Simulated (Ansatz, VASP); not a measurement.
**Two plane-wave programs on Sn**

```
Sn
1.0
     0.00000    3.38299    3.18972
     3.38299    0.00000    3.18972
     3.38299    3.38299    0.00000
Sn
2
Direct
  0.00000 0.00000 0.00000
  0.25000 0.25000 0.25000
```

Change from the starting cell: epitaxial_xy strain +3.0%.

Alike in both runs: task single point; functional PBE; k mesh 6 × 6 × 6; occupations fermi-dirac, width 0.02 eV; no spin polarisation.

|  | VASP | Ansatz |
| --- | --- | --- |
| version | VASP 6.6.1 | Ansatz 0.2.0 |
| potentials or method | VASP PAW PBE potentials, release 64 (Sn_d) | plane waves, PAW |
| plane-wave cutoff (eV) | 520 | 420 |
| valence electrons in the cell | 28 | 28 |

|  | VASP | Ansatz | Ansatz less VASP |
| --- | --- | --- | --- |
| pressure (GPa) | 0.3 | 0.4 | +0.05 |
| traceless stress, the component that is largest in VASP (GPa) | 1.04 | 1.04 | +0.001 |
